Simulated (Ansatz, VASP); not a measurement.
# TlZnBr3 in VASP and in Ansatz

File INCAR:

```
  PREC = Accurate
  ENCUT = 520
  EDIFF = 1E-7
  ISMEAR = 0
  SIGMA = 0.01
  LREAL = False
  LASPH = True
  NELM = 80
  ALGO = Normal
  ISIF = 2
  LWAVE = False
  LCHARG = True
  GGA = PE
  LELF = True
  LVHAR = True
  NBANDS = 31
```

File KPOINTS:

```
regular mesh
0
Gamma
  4 4 4
```

Contents of POSCAR:

```
TlZnBr3
1.0
    5.3214110484      0.0000000000      0.0000000000
    0.0000000000      5.3214110484      0.0000000000
    0.0000000000      0.0000000000      5.3214110484
Tl Zn Br
1 1 3
Direct
    0.0000000000      0.0000000000      0.0000000000
    0.5000000000      0.5000000000      0.5000000000
    0.5000000000      0.5000000000      0.0000000000
    0.5000000000      0.0000000000      0.5000000000
    0.0000000000      0.5000000000      0.5000000000
```

Input for Ansatz:

```yaml
crystal:
  lattice:
    - [5.3214110484, 0.0, 0.0]
    - [0.0, 5.3214110484, 0.0]
    - [0.0, 0.0, 5.3214110484]
  atoms:
    - { symbol: Tl, position: [0.0, 0.0, 0.0] }
    - { symbol: Zn, position: [0.5, 0.5, 0.5] }
    - { symbol: Br, position: [0.5, 0.5, 0.0] }
    - { symbol: Br, position: [0.5, 0.0, 0.5] }
    - { symbol: Br, position: [0.0, 0.5, 0.5] }
kpoints:
  mp_grid: { grid: [4, 4, 4] }
hamiltonian:
  xc: pbe
scf:
  occupations: { method: fixed }
  n_extra_bands: 5
output:
  forces: true
  stress: true
  eigenvalues: true
```

Alike in both runs: task single point; functional PBE; k mesh 4 × 4 × 4; no spin polarisation.

|  | VASP | Ansatz |
| --- | --- | --- |
| version | VASP 6.6.1 | Ansatz 0.2.0 |
| potentials or method | VASP PAW PBE potentials, release 64 (Tl_d, Zn, Br) | plane waves, PAW |
| plane-wave cutoff (eV) | 520 | 420 |
| occupations | gaussian, width 0.01 eV | fixed |
| valence electrons in the cell | 46 | 46 |

```csv
,VASP,Ansatz,Ansatz less VASP
gap on the k mesh at the Fermi level (eV),0.13,0.13,+0.005
pressure (GPa),-0.8,-0.8,-0.03
```

Spin-orbit coupling is off throughout.
